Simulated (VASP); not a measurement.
# Hg in VASP: further runs

Runs on Hg. Level: PBE. Tasks: single point.

Everything below comes from runs of VASP 6.6.1. Logs are shortened: lines on timing, memory, paths and dates and some standing lists are left out, and cuts for length are marked.

**1. The cell of the first run**

It takes space group C2/m (No. 12, monoclinic). Conventional cell: a = 4.756 Å, b = 3.359 Å, c = 2.966 Å, α = 90.00°, β = 114.35°, γ = 90.00°. Within 3.8 Å of Hg (site symmetry 2/m) lie 12 Hg at 2.91 to 3.38 Å.

**2. Single point, PBE (strained)**

Contents of INCAR:

```
SYSTEM = Hg
  ALGO = Normal
  EDIFF = 1E-6
  ENCUT = 550
  GGA = PE
  GGA_COMPAT = .FALSE.
  ISIF = 2
  ISMEAR = 0
  LASPH = .TRUE.
  LCHARG = .FALSE.
  LREAL = .FALSE.
  LWAVE = .FALSE.
  NBANDS = 16
  NELM = 120
  PREC = Accurate
  SIGMA = 0.1
```

Contents of KPOINTS:

```
k-points
0
G
  14 14 14
  0 0 0
```

Contents of POSCAR:

```
Hg
1.0
    1.6796055420      0.9571790991      2.1768967777
   -1.6796055420      0.9571790991      2.1768967777
    0.0000000000     -1.9813781980      2.2068612646
Hg
1
Direct
    0.0000000000      0.0000000000      0.0000000000
```

Potentials or basis: VASP PAW PBE potentials, release 64 (Hg_sv_GW).

On the command line:

```console
cat potpaw_PBE.64/Hg_sv_GW/POTCAR > POTCAR
mpirun -np 1 vasp_std > vasp.out
```

OUTCAR:

```text
SYSTEM = Hg
   EDIFF = 1E-6
   ENCUT = 550
   GGA = PE
   ISIF = 2
   ISMEAR = 0
   LASPH = .TRUE.
   LREAL = .FALSE.
   NELM = 120
   PREC = Accurate

 ion  position               nearest neighbor table
   1  0.000  0.000  0.000-

  LATTYP: Found a base centered monoclinic cell.
 ALAT       =     4.7560788086
 B/A-ratio  =     0.7062984486
 C/A-ratio  =     0.6235854065
 COS(beta)  =    -0.4122559670

  Lattice vectors:

 A1 = (  -1.6796055420,  -0.9571790991,  -2.1768967777)
 A2 = (   1.6796055420,  -0.9571790991,  -2.1768967777)
 A3 = (   0.0000000000,  -1.9813781980,   2.2068612646)

Analysis of symmetry for initial positions (statically):
=====================================================================
 Subroutine PRICEL returns:
 Original cell was already a primitive cell.

 Routine SETGRP: Setting up the symmetry group for a
 base centered monoclinic supercell.

 Subroutine GETGRP returns: Found  4 space group operations
 (whereof  4 operations were pure point group operations)
 out of a pool of  4 trial point group operations.

The static configuration has the point symmetry C_2h.

Analysis of symmetry for dynamics (positions and initial velocities):
=====================================================================
 Subroutine PRICEL returns:
 Original cell was already a primitive cell.

 Routine SETGRP: Setting up the symmetry group for a
 base centered monoclinic supercell.

 Subroutine GETGRP returns: Found  4 space group operations
 (whereof  4 operations were pure point group operations)
 out of a pool of  4 trial point group operations.

The dynamic configuration has the point symmetry C_2h.

 Subroutine INISYM returns: Found  4 space group operations
 (whereof  4 operations are pure point group operations),
 and found     1 'primitive' translations

----------------------------------------------------------------------------------------

                                     Primitive cell

  volume of cell :      21.5850

  direct lattice vectors                    reciprocal lattice vectors
     1.679605542  0.957179099  2.176896778     0.297688944  0.171723678  0.154178043
    -1.679605542  0.957179099  2.176896778    -0.297688944  0.171723678  0.154178043
     0.000000000 -1.981378198  2.206861265     0.000000000 -0.338784070  0.148962980

  length of vectors
     2.911382178  2.911382178  2.965821337     0.376667755  0.376667755  0.370087308

  position of ions in fractional coordinates (direct lattice)
     0.000000000  0.000000000  0.000000000

  ion indices of the primitive-cell ions
   primitive index   ion index
                 1           1

----------------------------------------------------------------------------------------

 KPOINTS: k-points

Automatic generation of k-mesh.
 Grid dimensions read from file:
 generate k-points for:   14   14   14

 Generating k-lattice:

  Cartesian coordinates                     Fractional coordinates (reciprocal lattice)
     0.021263496  0.012265977  0.011012717     0.071428571  0.000000000  0.000000000
    -0.021263496  0.012265977  0.011012717     0.000000000  0.071428571  0.000000000
     0.000000000 -0.024198862  0.010640213    -0.000000000 -0.000000000  0.071428571

  Length of vectors
     0.026904840  0.026904840  0.026434808

  Shift w.r.t. Gamma in fractional coordinates (k-lattice)
     0.000000000  0.000000000  0.000000000

 Subroutine IBZKPT returns following result:
 ===========================================

 Found    744 irreducible k-points:

 Following reciprocal coordinates:
            Coordinates               Weight
  0.000000  0.000000  0.000000      1.000000
  0.071429  0.000000  0.000000      4.000000
  0.142857  0.000000  0.000000      4.000000
  0.214286  0.000000  0.000000      4.000000
  0.285714 -0.000000  0.000000      4.000000
  0.357143  0.000000  0.000000      4.000000
[... 16 lines left out ...]
  0.214286  0.142857  0.000000      4.000000
  0.285714  0.142857  0.000000      4.000000
 [... further k-points ...]
   k-points           NKPTS =    744   k-points in BZ     NKDIM =    744   number of bands    NBANDS=     16
   number of dos      NEDOS =    301   number of ions     NIONS =      1
   total plane-waves  NPLWV =  13824
   dimension x,y,z NGX =    24 NGY =   24 NGZ =   24
   dimension x,y,z NGXF=    48 NGYF=   48 NGZF=   48
   ions per type =               1
   NGX,Y,Z   is equivalent  to a cutoff of  13.70, 13.70, 13.45 a.u.
   NGXF,Y,Z  is equivalent  to a cutoff of  27.41, 27.41, 26.91 a.u.
 SYSTEM =  Hg
   PREC   = accura    normal or accurate (medium, high low for compatibility)
   ISTART =      0    job   : 0-new  1-cont  2-samecut
   ICHARG =      2    charge: 1-file 2-atom 10-const
   ISPIN  =      1    spin polarized calculation?
   LNONCOLLINEAR =      F non collinear calculations
   LSORBIT =      F    spin-orbit coupling
   LASPH  =      T    aspherical Exc in radial PAW
   ENCUT  =  550.0 eV  40.42 Ry    6.36 a.u.   5.57  5.57  5.67*2*pi/ulx,y,z
   NELM   =    120;   NELMIN=  2; NELMDL= -5     # of ELM steps
   EDIFF  = 0.1E-05   stopping-criterion for ELM
   LREAL  =      F    real-space projection
   EDIFFG = 0.1E-04   stopping-criterion for IOM
   NSW    =      0    number of steps for IOM
   IBRION =     -1    ionic relax: 0-MD 1-quasi-New 2-CG
   NFREE  =      0    steps in history (QN), initial steepest desc. (CG)
   ISIF   =      2    stress and relaxation
   ISYM   =      2    0-nonsym 1-usesym 2-fastsym
   POTIM  = 0.5000    time-step for ionic-motion
   TEBEG  =    0.0;   TEEND  =   0.0 temperature during run
   PSTRESS=    0.0 pullay stress
   NELECT =      20.0000    total number of electrons
   NUPDOWN=      -1.0000    fix difference up-down
   EMIN   =  10.00;   EMAX   =-10.00  energy-range for DOS
   EFERMI =   0.00;   METHOD = LEGACY
   ISMEAR =     0;   SIGMA  =   0.10  broadening in eV -4-tet -1-fermi 0-gaus
   EFERMI_NEDOS =   21; number of points for ismear=-14 and -15
   IALGO  =     38    algorithm
   IMIX   =      4    mixing-type and parameters
     AMIX     =   0.40;   BMIX     =  1.00
     AMIX_MAG =   1.60;   BMIX_MAG =  1.00
  volume/ion in A,a.u.               =      21.59       145.66
  Fermi-wavevector in a.u.,A,eV,Ry     =   1.596005  3.016011 34.657173  2.547230
  Thomas-Fermi vector in A             =   2.693835
   LORBIT       =      0    0 simple, 1 ext, 2 COOP (PROOUT), +10 PAW based schemes
   GGA     = PE    functional components
   LHFCALC =     F    Hartree Fock is set to
   AEXX    =    0.0000 exact exchange contribution
   IVDW    =     0    specifies the selected vdW correction
   LEPSILON=     F    determine dielectric tensor
   LRPA    =     F    only Hartree local field effects (RPA)
 non-spin polarized calculation
 Gauss-broadening in eV      SIGMA  =   0.10
  energy-cutoff  :      550.00
  volume of cell :       21.59
 maximum number of plane-waves:       652
 NGX is ok and might be reduce to    24
   NGX = 11   NGY = 11   NGZ = 11

 number of electron      20.0000003 magnetization

 Free energy of the ion-electron system (eV)
  ---------------------------------------------------
  ext. energy  EPLUGINS =         0.00000000
  ---------------------------------------------------
  free energy    TOTEN  =        -0.01175958 eV

  energy without entropy =       -0.01034662  energy(sigma->0) =       -0.01105310

 E-fermi :   7.2133     XC(G=0): -11.8375

 val. band max:        7.2121366351   @ k =  -0.3571   0.5000   0.1429
 cond. band min:       7.2216015176   @ k =  -0.3571   0.3571   0.3571
 fundamental gap:      0.0094648825
 Fermi energy:         7.2132910002

 k-point     1 :       0.0000    0.0000    0.0000
  band No.  band energies     occupation
      1    -108.1454      2.00000
      2     -56.4558      2.00000
      3     -56.4497      2.00000
      4     -56.4494      2.00000
      5      -2.8237      2.00000
      6      -1.0184      2.00000
[... 8 lines left out ...]
     15      26.2937      0.00000
     16      26.6842      0.00000

 k-point     2 :       0.0714    0.0000    0.0000
  band No.  band energies     occupation
      1    -108.1452      2.00000
      2     -56.4580      2.00000
      3     -56.4515      2.00000
      4     -56.4497      2.00000
      5      -2.6957      2.00000
      6      -0.9902      2.00000
[... 8 lines left out ...]
     15      26.1837      0.00000
     16      26.7061      0.00000

 k-point     3 :       0.1429    0.0000    0.0000
  band No.  band energies     occupation
      1    -108.1449      2.00000
      2     -56.4673      2.00000
      3     -56.4531      2.00000
      4     -56.4495      2.00000
      5      -2.3484      2.00000
      6      -0.9455      2.00000
[... 8 lines left out ...]
     15      25.6740      0.00000
     16      26.9293      0.00000

 k-point     4 :       0.2143    0.0000    0.0000
  band No.  band energies     occupation
      1    -108.1444      2.00000
      2     -56.4823      2.00000
      3     -56.4536      2.00000
      4     -56.4492      2.00000
      5      -1.9382      2.00000
      6      -0.9211      2.00000
[... 8 lines left out ...]
     15      25.3076      0.00000
     16      26.2527      0.00000

 k-point     5 :       0.2857   -0.0000    0.0000
  band No.  band energies     occupation
      1    -108.1439      2.00000
      2     -56.4992      2.00000
      3     -56.4539      2.00000
      4     -56.4489      2.00000
      5      -1.7060      2.00000
      6      -0.9235      2.00000
[... 8 lines left out ...]
     15      25.1830      0.00000
     16      25.6342      0.00000

 k-point     6 :       0.3571    0.0000    0.0000
  band No.  band energies     occupation
      1    -108.1434      2.00000
      2     -56.5144      2.00000
      3     -56.4541      2.00000
      4     -56.4485      2.00000
      5      -1.6512      2.00000
      6      -0.9501      2.00000
[... 8 lines left out ...]
     15      25.1302      0.00000
     16      25.6910      0.00000

 k-point     7 :       0.4286    0.0000    0.0000
  band No.  band energies     occupation
      1    -108.1430      2.00000
      2     -56.5249      2.00000
      3     -56.4543      2.00000
      4     -56.4483      2.00000
      5      -1.6580      2.00000
      6      -0.9807      2.00000
[... 8 lines left out ...]
     15      25.2629      0.00000
     16      26.2087      0.00000

 k-point     8 :       0.5000    0.0000    0.0000
  band No.  band energies     occupation
      1    -108.1429      2.00000
      2     -56.5286      2.00000
      3     -56.4544      2.00000
      4     -56.4482      2.00000
      5      -1.6659      2.00000
      6      -0.9938      2.00000
[... 8 lines left out ...]
     15      25.2948      0.00000
     16      26.4826      0.00000

 k-point     9 :       0.0714    0.0714    0.0000
  band No.  band energies     occupation
      1    -108.1451      2.00000
      2     -56.4596      2.00000
      3     -56.4517      2.00000
      4     -56.4508      2.00000
      5      -2.6237      2.00000
      6      -0.9468      2.00000
[... 8 lines left out ...]
     15      26.1283      0.00000
     16      26.6556      0.00000
[... 172 lines left out ...]
 k-point    19 :      -0.2143    0.0714   -0.0000
  band No.  band energies     occupation
      1    -108.1443      2.00000
      2     -56.4830      2.00000
      3     -56.4568      2.00000
      4     -56.4504      2.00000
      5      -1.7413      2.00000
      6      -0.9016      2.00000
[... 8 lines left out ...]
     15      25.9827      0.00000
     16      26.9098      0.00000

 k-point    20 :      -0.1429    0.0714    0.0000
  band No.  band energies     occupation
      1    -108.1448      2.00000
      2     -56.4680      2.00000
      3     -56.4562      2.00000
      4     -56.4507      2.00000
      5      -2.1241      2.00000
      6      -0.9435      2.00000
[... 8 lines left out ...]
     15      26.4705      0.00000
     16      26.8409      0.00000

 k-point    21 :      -0.0714    0.0714    0.0000
  band No.  band energies     occupation
      1    -108.1451      2.00000
      2     -56.4593      2.00000
      3     -56.4537      2.00000
      4     -56.4506      2.00000
      5      -2.5117      2.00000
      6      -0.9936      2.00000
[... 8 lines left out ...]
     15      26.4750      0.00000
     16      26.7947      0.00000

 k-point    22 :       0.1429    0.1429    0.0000
  band No.  band energies     occupation
      1    -108.1445      2.00000
      2     -56.4718      2.00000
      3     -56.4577      2.00000
      4     -56.4514      2.00000
      5      -2.0585      2.00000
      6      -0.9005      2.00000
[... 8 lines left out ...]
     15      26.3474      0.00000
     16      26.6711      0.00000

 k-point    23 :       0.2143    0.1429    0.0000
  band No.  band energies     occupation
      1    -108.1440      2.00000
      2     -56.4834      2.00000
      3     -56.4599      2.00000
      4     -56.4513      2.00000
      5      -1.6764      2.00000
      6      -0.8464      2.00000
[... 8 lines left out ...]
     15      25.6243      0.00000
     16      26.5502      0.00000

 k-point    24 :       0.2857    0.1429    0.0000
  band No.  band energies     occupation
      1    -108.1435      2.00000
      2     -56.4990      2.00000
      3     -56.4607      2.00000
      4     -56.4511      2.00000
      5      -1.4140      2.00000
      6      -0.7414      2.00000
[... 8 lines left out ...]
     15      24.7520      0.00000
     16      26.5203      0.00000

 [... further k-points ...]
[... 5 lines left out ...]
  --------------------------------------------------------------------------------------
  -------------------------------------------------------------------------------------
  Total        1.4199528      1.3618949      1.7052282      0.0000000      0.0957475      0.0000000
  in kB      105.3979920    101.0885654    126.5729581      0.0000000      7.1069907      0.0000000
  external PRESSURE =     111.0198385 kB  Pullay stress =       0.0000000 kB

 VOLUME and BASIS-vectors are now :
 -----------------------------------------------------------------------------
  energy-cutoff  :      550.00
  volume of cell :       21.59
      direct lattice vectors                 reciprocal lattice vectors
     1.679605542  0.957179099  2.176896778     0.297688944  0.171723678  0.154178043
    -1.679605542  0.957179099  2.176896778    -0.297688944  0.171723678  0.154178043
     0.000000000 -1.981378198  2.206861265     0.000000000 -0.338784070  0.148962980

 POSITION                                       TOTAL-FORCE (eV/Angst)
 -----------------------------------------------------------------------------------
      0.00000      0.00000      0.00000         0.000000      0.000000      0.000000
 -----------------------------------------------------------------------------------
    total drift:                               -0.000000     -0.000000     -0.000000

  FREE ENERGIE OF THE ION-ELECTRON SYSTEM (eV)
  ---------------------------------------------------
  free  energy   TOTEN  =        -0.0117595837 eV

  energy  without entropy=       -0.0103466156  energy(sigma->0) =       -0.01105310
```

Wall time 2.5 min (1 thread of AMD EPYC 7R13 (Zen 3), shared host); peak memory 0.4 GiB.

What came out:

```yaml
Free_energy: -0.0118 eV
Pressure: 11.1 GPa
Band_gap_on_the_k_mesh: zero (bands 10 and 11 overlap by 3.82 eV)
```

Stress tensor (GPa, compression positive):
```
10.54  0.00  0.00
 0.00 10.11  0.71
 0.00  0.71 12.66
```

Caveat: the cell differs from its parent crystal (strained); the cell stands under pressure; spin-orbit coupling is left out, which moves the levels of the heavy elements.

(Part 1 of 2 ends here.)

The gap in the log of VASP goes by the Fermi energy; the results here count the filled bands.